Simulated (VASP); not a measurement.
Input of a VASP 6.6.1 run:

Contents of INCAR:

```
PREC     = Accurate       # precision mode
ENCUT    = 520            # plane-wave cutoff, eV
EDIFF    = 1E-7           # SCF threshold, eV
ISMEAR   = -1             # smearing method
SIGMA    = 0.15           # smearing width, eV
LREAL    = F              # projectors in reciprocal space
LASPH    = T              # aspherical terms in the spheres
NELM     = 100            # most SCF steps
ALGO     = Normal         # electronic algorithm
ISIF     = 2              # what is computed and relaxed
LWAVE    = F              # write WAVECAR
LCHARG   = T              # write CHGCAR
GGA      = PE             # functional
LELF     = T              # ELF
LVHAR    = T            
NBANDS   = 10             # bands
```

The input KPOINTS:

```
Automatic mesh
0
Gamma
  8 8 8
```

File POSCAR:

```
Ir
1.0
    0.0000000000      1.9156000000      1.9156000000
    1.9156000000      0.0000000000      1.9156000000
    1.9156000000      1.9156000000      0.0000000000
Ir
1
Direct
    0.0000000000      0.0000000000      0.0000000000
```

Potentials or basis: VASP PAW PBE potentials, release 64 (Ir).

Run with:

```bash
$ cat potpaw_PBE.64/Ir/POTCAR > POTCAR
$ mpirun -np 1 vasp_std > vasp.out
```

(1) What does it give for the pressure?

## Answers

(1) 14.4 GPa.
